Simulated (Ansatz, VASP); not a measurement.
# Two plane-wave programs on WC4

INCAR

```
ALGO = Normal
EDIFF = 1E-7
EDIFFG = -0.01
ENCUT = 600
GGA = PE
IBRION = 2
ISIF = 3
ISMEAR = 0
LASPH = T
LCHARG = F
LREAL = F
LWAVE = F
NELM = 80
NSW = 100
PREC = Accurate
SIGMA = 0.1
```

Contents of KPOINTS:

```
k-points
0
Gamma
  10 10 10
```

The input POSCAR:

```
WC4
1.0
    3.5449138029      0.0000000000      0.0000000000
    0.0000000000      3.5449138029      0.0000000000
    0.0000000000      0.0000000000      3.5449138029
W C
1 4
Direct
    0.0000000000      0.0000000000      0.0000000000
    0.3460821563      0.3460821563      0.3460821563
    0.6539178437      0.6539178437      0.3460821563
    0.3460821563      0.6539178437      0.6539178437
    0.6539178437      0.3460821563      0.6539178437
```

Input for Ansatz:

```yaml
crystal:
  lattice:
    - [3.5449138029, 0.0, 0.0]
    - [0.0, 3.5449138029, 0.0]
    - [0.0, 0.0, 3.5449138029]
  atoms:
    - { symbol: W, position: [0.0, 0.0, 0.0] }
    - { symbol: C, position: [0.3460821563, 0.3460821563, 0.3460821563] }
    - { symbol: C, position: [0.6539178437, 0.6539178437, 0.3460821563] }
    - { symbol: C, position: [0.3460821563, 0.6539178437, 0.6539178437] }
    - { symbol: C, position: [0.6539178437, 0.3460821563, 0.6539178437] }
basis:
  ecutwfc: 420
kpoints:
  mp_grid: { grid: [10, 10, 10] }
hamiltonian:
  xc: pbe
scf:
  occupations: { method: gaussian, width: 0.1 }
output:
  forces: true
  stress: true
  eigenvalues: true
  write_density: true
  write_potential: true
  elf: true
  volumetric_format: npy
relax:
  adjacent_minimum: "off"
  f_tol: 0.01
  max_steps: 80
  cell: { stress_tol: 0.05 }
```

Change from the starting cell: species swapped into the SnI4 type (P-43m, No. 215).

Alike in both runs: task relaxation of cell and atoms; functional PBE; k mesh 10 × 10 × 10; occupations gaussian, width 0.1 eV; no spin polarisation.

|  | VASP | Ansatz |
| --- | --- | --- |
| version | VASP 6.6.1 | Ansatz 0.2.0 |
| potentials or method | VASP PAW PBE potentials, release 64 (W_sv, C), cutoff 600 eV | scalar-relativistic, plane waves, PAW |
| valence electrons in the cell | 30 | 30 |

```csv
,VASP,Ansatz,Ansatz less VASP
"gap on the k mesh at the Fermi level, each at its own relaxed structure (eV)",none,none,-
relaxed volume (Å³/atom),8.90,8.90,-0.006
relaxed cell length with the largest relative difference (Å),3.544,3.543,-0.0008
```

A gap of «none» marks a metal or a gap that the smearing closes.

Neither program's run includes spin-orbit coupling.
